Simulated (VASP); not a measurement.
A run of VASP 6.6.1 is set up as follows.

INCAR

```
ALGO     = Fast           # electronic algorithm
EDIFF    = 1E-6           # SCF threshold, eV
ENCUT    = 520            # plane-wave cutoff, eV
GGA      = CA             # functional
ISIF     = 2              # what is computed and relaxed
ISMEAR   = 0              # smearing method
LASPH    = True           # aspherical terms in the spheres
LCHARG   = False          # write CHGCAR
LREAL    = False          # projectors in reciprocal space
LWAVE    = False          # write WAVECAR
NBANDS   = 18             # bands
NELM     = 80             # most SCF steps
PREC     = Accurate       # precision mode
SIGMA    = 0.15           # smearing width, eV
```

The input KPOINTS:

```
k-points
0
Gamma
  21 21 10
```

Contents of POSCAR:

```
Ta
1.0
    2.6574958639      0.0000000000      0.0000000000
   -1.3287479319      2.3014589286      0.0000000000
    0.0000000000      0.0000000000      6.1537474765
Ta
2
Direct
    0.6666666667      0.3333333333      0.7500000000
    0.3333333333      0.6666666667      0.2500000000
```

Potentials or basis: VASP PAW LDA potentials, release 64 (Ta_pv).

The run is started by

```bash
$ cat potpaw_LDA.64/Ta_pv/POTCAR > POTCAR
$ mpirun -np 1 vasp_std > vasp.out
```

Task: What does it give for the pressure?

Result: 5.0 GPa.

Task: Estimate the band gap on the k mesh.

Result: Zero (bands 11 and 12 overlap by 3.12 eV).

Stress tensor (GPa, compression positive):
```
 24.09   0.00   0.00
  0.00  24.09   0.00
  0.00   0.00 -33.06
```

Caveat: the cell stands under pressure; spin-orbit coupling is left out, which moves the levels of the heavy elements.
